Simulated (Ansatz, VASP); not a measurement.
## Two plane-wave programs on HgTe

INCAR

```
PREC     = Accurate       # precision mode
ENCUT    = 520            # plane-wave cutoff, eV
EDIFF    = 1E-6           # SCF threshold, eV
ISMEAR   = 0              # smearing method
SIGMA    = 0.15           # smearing width, eV
LREAL    = F              # projectors in reciprocal space
LASPH    = T              # aspherical terms in the spheres
NELM     = 80             # most SCF steps
ALGO     = Normal         # electronic algorithm
ISIF     = 2              # what is computed and relaxed
LWAVE    = F              # write WAVECAR
LCHARG   = F              # write CHGCAR
GGA      = PS             # functional
NBANDS   = 26             # bands
```

KPOINTS

```
regular mesh
0
Gamma
  12 12 8
```

The input POSCAR:

```
HgTe
1.0
    2.9245567439     -2.9251319001      0.0000000000
    2.9245567439      2.9251319001      0.0000000000
    0.0000000000      0.0000000000      5.7082366342
Hg Te
2 2
Direct
    0.2498182349      0.7501817651      0.7500000000
    0.7501817651      0.2498182349      0.2500000000
    0.7498667075      0.2501332925      0.7500000000
    0.2501332925      0.7498667075      0.2500000000
```

Input for Ansatz:

```yaml
crystal:
  lattice:
    - [2.9245567439, -2.9251319001, 0.0]
    - [2.9245567439, 2.9251319001, 0.0]
    - [0.0, 0.0, 5.7082366342]
  atoms:
    - { symbol: Hg, position: [0.2498182349, 0.7501817651, 0.75] }
    - { symbol: Hg, position: [0.7501817651, 0.2498182349, 0.25] }
    - { symbol: Te, position: [0.7498667075, 0.2501332925, 0.75] }
    - { symbol: Te, position: [0.2501332925, 0.7498667075, 0.25] }
basis:
  ecutwfc: 420
kpoints:
  mp_grid: { grid: [12, 12, 8] }
hamiltonian:
  xc: pbesol
scf:
  occupations: { method: gaussian, width: 0.15 }
output:
  forces: true
  stress: true
  eigenvalues: true
```

Change from the starting cell: strain -0.025 along x and y, -0.050 along z, atoms carried along.

Alike in both runs: task single point; functional PBEsol; k mesh 12 × 12 × 8; occupations gaussian, width 0.15 eV; no spin polarisation.

|  | VASP | Ansatz |
| --- | --- | --- |
| version | VASP 6.6.1 | Ansatz 0.2.0 |
| potentials or method | VASP PAW PBE potentials, release 64 (Hg, Te), cutoff 520 eV | scalar-relativistic, plane waves, PAW |
| valence electrons in the cell | 36 | 72 |

```tsv
	VASP	Ansatz	Ansatz less VASP
gap on the k mesh at the Fermi level (eV)	none	none	-
pressure (GPa)	8.4	8.1	-0.35
traceless stress, the component that is largest in VASP (GPa)	2.05	1.98	-0.072
```

VASP's potentials were made for PBE, not for PBEsol. A gap of «none» marks a metal or a gap that the smearing closes. VASP's potentials hold 36 valence electrons a cell and Ansatz's 72, so a difference there can come from the potentials and not from the codes.

Neither program's run includes spin-orbit coupling.
